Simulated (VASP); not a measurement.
Wanted: the native input for a VASP 6.6.1 run.

```
Task                   : single point
Functional             : PBE
Dispersion             : D4
Potentials or basis    : VASP PAW PBE potentials, release 64 (Ti_sv)
Cutoff                 : 520 eV
k mesh                 : 10 × 10 × 6
Occupations            : fermi-dirac, width 0.05 eV
Spin                   : no spin polarisation
Dipole correction      : no
Further INCAR settings : ALGO = Normal; EDIFF = 1e-06; NBANDS = 19
```

The structure of Ti lies in POSCAR:

```
Ti
1.0
    2.9244475198      0.0000000000      0.0000000000
   -1.4622237599      2.5326458442      0.0000000000
    0.0000000000      0.0000000000      4.6202442824
Ti
2
Direct
    0.6666666667      0.3333333333      0.7500000000
    0.3333333333      0.6666666667      0.2500000000
```

The input as run:

INCAR

```
ALGO     = Normal         # electronic algorithm
EDIFF    = 1E-6           # SCF threshold, eV
ENCUT    = 520            # plane-wave cutoff, eV
GGA      = PE             # functional
ISIF     = 2              # what is computed and relaxed
ISMEAR   = -1             # smearing method
IVDW     = 13             # dispersion correction
LASPH    = True           # aspherical terms in the spheres
LCHARG   = False          # write CHGCAR
LREAL    = False          # projectors in reciprocal space
LWAVE    = False          # write WAVECAR
NBANDS   = 19             # bands
NELM     = 100            # most SCF steps
PREC     = Accurate       # precision mode
SIGMA    = 0.05           # smearing width, eV
```

KPOINTS

```
k-points
0
Gamma
  10 10 6
```

Potentials or basis: VASP PAW PBE potentials, release 64 (Ti_sv).

Command:

```bash
$ cat potpaw_PBE.64/Ti_sv/POTCAR > POTCAR
$ mpirun -np 1 vasp_std > vasp.out
```

It gave:

The pressure is -0.3 GPa and the band gap on the k mesh is zero (band 12 reaches 9.28 eV, above the bottom of band 13 at 8.27 eV). The dispersion energy per atom is -0.205 eV.

Caveat: pairwise dispersion overbinds metals, which lowers pressure and volume.

Run time: 22 s on 1 thread of Intel(R) Xeon(R) Platinum 8375C CPU @ 2.90GHz (Ice Lake), with other jobs on the host, peak memory 0.17 GiB.
